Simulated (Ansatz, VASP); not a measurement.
## Mg3Mn in VASP and in Ansatz

```xyz
4
Lattice="4.2976 0.0000 0.0000 0.0000 4.2976 0.0000 0.0000 0.0000 4.2976" Properties=species:S:1:pos:R:3 pbc="T T T"
Mg    2.1488    2.1488    0.0000
Mg    2.1488    0.0000    2.1488
Mg    0.0000    2.1488    2.1488
Mn    0.0000    0.0000    0.0000
```

Alike in both runs: task relaxation of cell and atoms; functional PBE; k mesh 10 × 10 × 10; occupations gaussian, width 0.1 eV; no spin polarisation.

```csv
,VASP,Ansatz
version,VASP 6.6.1,Ansatz 0.2.0
potentials or method,"VASP PAW PBE potentials, release 64 (Mg, Mn_pv), cutoff 600 eV","scalar-relativistic, plane waves, PAW"
valence electrons in the cell,19,45
```

```csv
,VASP,Ansatz,Ansatz less VASP
"gap on the k mesh at the Fermi level, each at its own relaxed structure (eV)",none,none,-
relaxed volume (Å³/atom),17.79,17.79,-0.004
relaxed length of the cell vector where the two differ most in proportion (Å),4.144,4.144,-0.0003
```

A gap of «none» marks a metal or a gap that the smearing closes. VASP's potentials hold 19 valence electrons a cell and Ansatz's 45, so a difference there can come from the potentials and not from the codes.
